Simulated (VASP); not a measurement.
# SrHI in VASP: single point with RPBE

Aim: the single point of SrHI with RPBE.

Program: VASP 6.6.1. These are calculated values, not measurements. Logs are shortened: lines on timing, memory, paths and dates and some standing lists are left out, and cuts for length are marked.

**1. The cell of the first run**

The cell holds a disordered packing, 6 atoms: a = 4.481 Å, b = 6.192 Å, c = 6.043 Å, α = 89.76°, β = 95.05°, γ = 97.33°.

**2. Single point, RPBE**

File INCAR:

```
PREC     = Accurate       # precision mode
ENCUT    = 520            # plane-wave cutoff, eV
EDIFF    = 1E-7           # SCF threshold, eV
ISMEAR   = -1             # smearing method
SIGMA    = 0.0337         # smearing width, eV
LREAL    = False          # projectors in reciprocal space
LASPH    = True           # aspherical terms in the spheres
NELM     = 60             # most SCF steps
ALGO     = Normal         # electronic algorithm
ISIF     = 2              # what is computed and relaxed
LWAVE    = False          # write WAVECAR
LCHARG   = False          # write CHGCAR
GGA      = RP             # functional
NBANDS   = 27             # bands
```

File KPOINTS:

```
Automatic mesh
0
Gamma
  4 3 3
  0.5 0.5 0
```

File POSCAR:

```
SrHI
1.0
    4.4607200000     -0.2395500000     -0.3536970000
   -0.4822630000      6.1684270000     -0.2491470000
   -0.0409710000      0.2655450000      6.0372810000
Sr H I
2 2 2
Direct
    0.4223130000      0.2401850000      0.2785430000
    0.8631710000      0.0967020000      0.7933790000
    0.2543870000      0.8084320000      0.2669340000
    0.2981230000      0.4457110000      0.8938480000
    0.9039280000      0.6026270000      0.0251100000
    0.0578350000      0.5941520000      0.5479580000
```

Potentials or basis: VASP PAW PBE potentials, release 64 (Sr_sv, H, I).

Started as:

```
$ cat potpaw_PBE.64/Sr_sv/POTCAR potpaw_PBE.64/H/POTCAR potpaw_PBE.64/I/POTCAR > POTCAR
$ mpirun -np 1 vasp_std > vasp.out
```

OUTCAR:

```text
PREC = Accurate
   ENCUT = 520
   EDIFF = 1E-7
   ISMEAR = -1
   LREAL = False
   LASPH = True
   NELM = 60
   ISIF = 2
   GGA = RP

 ion  position               nearest neighbor table
   1  0.422  0.240  0.279-   3 2.68   4 2.70   5 3.37   6 3.40   6 3.63   5 3.67   2 3.70   2 3.72
                             2 3.84   2 4.19
   2  0.863  0.097  0.793-   4 2.75   5 3.38   5 3.41   6 3.46   6 3.69   1 3.70   1 3.72   1 3.84
                             1 4.19
   3  0.254  0.808  0.267-   1 2.68
   4  0.298  0.446  0.894-   1 2.70   2 2.75
   5  0.904  0.603  0.025-   6 3.03   6 3.18   1 3.37   2 3.38   2 3.41   1 3.67
   6  0.058  0.594  0.548-   5 3.03   5 3.18   1 3.40   2 3.46   1 3.63   2 3.69

  LATTYP: Found a triclinic cell.
 ALAT       =     4.4811280598
 B/A-ratio  =     1.3818540171
 C/A-ratio  =     1.3486017083
 COS(alpha) =     0.0041041517
 COS(beta)  =     0.0879500052
 COS(gamma) =     0.1276027836

  Lattice vectors:

 A1 = (   4.4607200000,  -0.2395500000,  -0.3536970000)
 A2 = (   0.4822630000,  -6.1684270000,   0.2491470000)
 A3 = (   0.0409710000,  -0.2655450000,  -6.0372810000)

Analysis of symmetry for initial positions (statically):
=====================================================================
 Subroutine PRICEL returns:
 Original cell was already a primitive cell.

 Routine SETGRP: Setting up the symmetry group for a
 triclinic supercell.

 Subroutine GETGRP returns: Found  1 space group operations
 (whereof  1 operations were pure point group operations)
 out of a pool of  2 trial point group operations.

The static configuration has the point symmetry C_1 .

Analysis of symmetry for dynamics (positions and initial velocities):
=====================================================================
 Subroutine PRICEL returns:
 Original cell was already a primitive cell.

 Routine SETGRP: Setting up the symmetry group for a
 triclinic supercell.

 Subroutine GETGRP returns: Found  1 space group operations
 (whereof  1 operations were pure point group operations)
 out of a pool of  2 trial point group operations.

The dynamic configuration has the point symmetry C_1 .

 Subroutine INISYM returns: Found  1 space group operations
 (whereof  1 operations are pure point group operations),
 and found     1 'primitive' translations

----------------------------------------------------------------------------------------

                                     Primitive cell

  volume of cell :     165.6707

  direct lattice vectors                    reciprocal lattice vectors
     4.460720000 -0.239550000 -0.353697000     0.225185811  0.017635981  0.000752481
    -0.482263000  6.168427000 -0.249147000     0.008162628  0.162467664 -0.007090617
    -0.040971000  0.265545000  6.037281000     0.013529475  0.007737941  0.165388947

  length of vectors
     4.481128060  6.192264810  6.043256957     0.225876611  0.162827047  0.166121721

  position of ions in fractional coordinates (direct lattice)
     0.422313000  0.240185000  0.278543000
     0.863171000  0.096702000  0.793379000
     0.254387000  0.808432000  0.266934000
     0.298123000  0.445711000  0.893848000
     0.903928000  0.602627000  0.025110000
     0.057835000  0.594152000  0.547958000

  ion indices of the primitive-cell ions
   primitive index   ion index
                 1           1
                 2           2
                 3           3
                 4           4
                 5           5
                 6           6

----------------------------------------------------------------------------------------

 KPOINTS: Automatic mesh

Automatic generation of k-mesh.
 Grid dimensions read from file:
 generate k-points for:    4    3    3

 Generating k-lattice:

  Cartesian coordinates                     Fractional coordinates (reciprocal lattice)
     0.056296453  0.004408995  0.000188120     0.250000000 -0.000000000  0.000000000
     0.002720876  0.054155888 -0.002363539    -0.000000000  0.333333333 -0.000000000
     0.004509825  0.002579314  0.055129649     0.000000000  0.000000000  0.333333333

  Length of vectors
     0.056469153  0.054275682  0.055373907

  Shift w.r.t. Gamma in fractional coordinates (k-lattice)
     0.500000000  0.500000000  0.000000000

 Subroutine IBZKPT returns following result:
 ===========================================

 Found     18 irreducible k-points:

 Following reciprocal coordinates:
            Coordinates               Weight
  0.125000  0.166667  0.000000      2.000000
  0.375000  0.166667  0.000000      2.000000
 -0.375000  0.166667  0.000000      2.000000
 -0.125000  0.166667 -0.000000      2.000000
  0.125000  0.500000  0.000000      2.000000
  0.375000  0.500000  0.000000      2.000000
[... 10 lines left out ...]
 -0.375000 -0.166667  0.333333      2.000000
 -0.125000 -0.166667  0.333333      2.000000
   k-points           NKPTS =     18   k-points in BZ     NKDIM =     18   number of bands    NBANDS=     27
   number of dos      NEDOS =    301   number of ions     NIONS =      6
   total plane-waves  NPLWV =  82944
   dimension x,y,z NGX =    36 NGY =   48 NGZ =   48
   dimension x,y,z NGXF=    72 NGYF=   96 NGZF=   96
   ions per type =               2   2   2
   NGX,Y,Z   is equivalent  to a cutoff of  13.36, 12.89, 13.20 a.u.
   NGXF,Y,Z  is equivalent  to a cutoff of  26.71, 25.77, 26.41 a.u.
 SYSTEM =  unknown system
   PREC   = accura    normal or accurate (medium, high low for compatibility)
   ISTART =      0    job   : 0-new  1-cont  2-samecut
   ICHARG =      2    charge: 1-file 2-atom 10-const
   ISPIN  =      1    spin polarized calculation?
   LNONCOLLINEAR =      F non collinear calculations
   LSORBIT =      F    spin-orbit coupling
   LASPH  =      T    aspherical Exc in radial PAW
   ENCUT  =  520.0 eV  38.22 Ry    6.18 a.u.   8.33 11.51 11.24*2*pi/ulx,y,z
   NELM   =     60;   NELMIN=  2; NELMDL= -5     # of ELM steps
   EDIFF  = 0.1E-06   stopping-criterion for ELM
   LREAL  =      F    real-space projection
   EDIFFG = 0.1E-05   stopping-criterion for IOM
   NSW    =      0    number of steps for IOM
   IBRION =     -1    ionic relax: 0-MD 1-quasi-New 2-CG
   NFREE  =      0    steps in history (QN), initial steepest desc. (CG)
   ISIF   =      2    stress and relaxation
   ISYM   =      2    0-nonsym 1-usesym 2-fastsym
   POTIM  = 0.5000    time-step for ionic-motion
   TEBEG  =    0.0;   TEEND  =   0.0 temperature during run
   PSTRESS=    0.0 pullay stress
   NELECT =      36.0000    total number of electrons
   NUPDOWN=      -1.0000    fix difference up-down
   EMIN   =  10.00;   EMAX   =-10.00  energy-range for DOS
   EFERMI =   0.00;   METHOD = LEGACY
   ISMEAR =    -1;   SIGMA  =   0.03  broadening in eV -4-tet -1-fermi 0-gaus
   EFERMI_NEDOS =   21; number of points for ismear=-14 and -15
   IALGO  =     38    algorithm
   IMIX   =      4    mixing-type and parameters
     AMIX     =   0.40;   BMIX     =  1.00
     AMIX_MAG =   1.60;   BMIX_MAG =  1.00
  volume/ion in A,a.u.               =      27.61       186.33
  Fermi-wavevector in a.u.,A,eV,Ry     =   0.984224  1.859913 13.179911  0.968696
  Thomas-Fermi vector in A             =   2.115440
   LORBIT       =      0    0 simple, 1 ext, 2 COOP (PROOUT), +10 PAW based schemes
   GGA     = RP    functional components
   LHFCALC =     F    Hartree Fock is set to
   AEXX    =    0.0000 exact exchange contribution
   IVDW    =     0    specifies the selected vdW correction
   LEPSILON=     F    determine dielectric tensor
   LRPA    =     F    only Hartree local field effects (RPA)
 non-spin polarized calculation
  energy-cutoff  :      520.00
  volume of cell :      165.67
 maximum number of plane-waves:      4481
 NGX is ok and might be reduce to    36
   NGX = 17   NGY = 23   NGZ = 23

 number of electron      35.9999999 magnetization

 Free energy of the ion-electron system (eV)
  ---------------------------------------------------
  ext. energy  EPLUGINS =         0.00000000
  ---------------------------------------------------
  free energy    TOTEN  =       -10.82493913 eV

  energy without entropy =      -10.81016151  energy(sigma->0) =      -10.81755032

 E-fermi :   4.0960     XC(G=0):  -8.2423

 val. band max:        4.0844212777   @ k =   0.1250   0.5000   0.3333
 cond. band min:       4.1040838291   @ k =   0.1250  -0.1667   0.3333
 fundamental gap:      0.0196625514
 Fermi energy:         4.0959746006

 k-point     1 :       0.1250    0.1667    0.0000
  band No.  band energies     occupation
      1     -32.6994      2.00000
      2     -32.4056      2.00000
      3     -14.8636      2.00000
      4     -14.7151      2.00000
      5     -14.6563      2.00000
      6     -14.4544      2.00000
[... 19 lines left out ...]
     26       7.8270      0.00000
     27       8.0508      0.00000

 k-point     2 :       0.3750    0.1667    0.0000
  band No.  band energies     occupation
      1     -32.6968      2.00000
      2     -32.4048      2.00000
      3     -14.8086      2.00000
      4     -14.7440      2.00000
      5     -14.6709      2.00000
      6     -14.5100      2.00000
[... 19 lines left out ...]
     26       8.1284      0.00000
     27       8.2934      0.00000

 k-point     3 :      -0.3750    0.1667    0.0000
  band No.  band energies     occupation
      1     -32.6968      2.00000
      2     -32.4048      2.00000
      3     -14.8078      2.00000
      4     -14.7429      2.00000
      5     -14.6720      2.00000
      6     -14.5101      2.00000
[... 414 lines left out ...]
      1     -32.6969      2.00000
      2     -32.4046      2.00000
      3     -14.8711      2.00000
      4     -14.7629      2.00000
      5     -14.6590      2.00000
      6     -14.4815      2.00000
[... 19 lines left out ...]
     26       7.9534      0.00000
     27       8.3277      0.00000

 k-point    18 :      -0.1250   -0.1667    0.3333
  band No.  band energies     occupation
      1     -32.6987      2.00000
      2     -32.4063      2.00000
      3     -14.8443      2.00000
      4     -14.7155      2.00000
      5     -14.6568      2.00000
      6     -14.4615      2.00000
[... 19 lines left out ...]
     26       7.6403      0.00000
     27       7.7821      0.00000

------------------------ aborting loop because EDIFF is reached ----------------------------------------

  FORCE on cell =-STRESS in cart. coord.  units (eV):
  Direction    XX          YY          ZZ          XY          YZ          ZX
  --------------------------------------------------------------------------------------
  -------------------------------------------------------------------------------------
  Total        4.6208640     -1.7699499     13.7097532     -0.1147554      0.9300910      0.5677283
  in kB       44.6877110    -17.1169304    132.5850510     -1.1097826      8.9947763      5.4904191
  external PRESSURE =      53.3852772 kB  Pullay stress =       0.0000000 kB

 VOLUME and BASIS-vectors are now :
 -----------------------------------------------------------------------------
  energy-cutoff  :      520.00
  volume of cell :      165.67
      direct lattice vectors                 reciprocal lattice vectors
     4.460720000 -0.239550000 -0.353697000     0.225185811  0.017635981  0.000752481
    -0.482263000  6.168427000 -0.249147000     0.008162628  0.162467664 -0.007090617
    -0.040971000  0.265545000  6.037281000     0.013529475  0.007737941  0.165388947

 POSITION                                       TOTAL-FORCE (eV/Angst)
 -----------------------------------------------------------------------------------
      1.75658      1.45436      1.47243        -0.256959      0.672030     -0.253746
      3.77122      0.60040      4.46046         0.216205     -0.038540      0.066070
      0.73394      4.99670      1.32016         0.605914      1.249096      0.113647
      1.07827      2.91528      5.17992         0.609595     -1.694743      0.154279
      3.74052      3.50739     -0.31826        -1.320912     -0.263941      0.546965
     -0.05100      3.79664      3.13969         0.146157      0.076098     -0.627214
 -----------------------------------------------------------------------------------
    total drift:                                0.000343      0.000056      0.000164

  FREE ENERGIE OF THE ION-ELECTRON SYSTEM (eV)
  ---------------------------------------------------
  free  energy   TOTEN  =       -10.8249391279 eV

  energy  without entropy=      -10.8101615127  energy(sigma->0) =      -10.81755032
```

Run time: 66 s. Hardware: 1 thread of AMD EPYC 7R13 (Zen 3), shared host; peak memory 0.28 GiB.

What came out:

| Property | Result |
| --- | --- |
| Free energy | -10.8249 eV |
| Pressure | 5.3 GPa |
| Largest force | 1.808 eV/Å |
| Band gap on the k mesh | zero (bands 18 and 19 overlap by 0.12 eV) |

Forces on the atoms (eV/Å):
```
Sr  -0.257  0.672 -0.254
Sr   0.216 -0.039  0.066
H    0.606  1.249  0.114
H    0.610 -1.695  0.154
I   -1.321 -0.264  0.547
I    0.146  0.076 -0.627
```

Stress tensor (GPa, compression positive):
```
 4.47 -0.11  0.55
-0.11 -1.71  0.90
 0.55  0.90 13.26
```

Caveat: the PAW data sets were made with another functional, which shifts forces and pressure a little; spin-orbit coupling is left out, which moves the levels of the heavy elements.
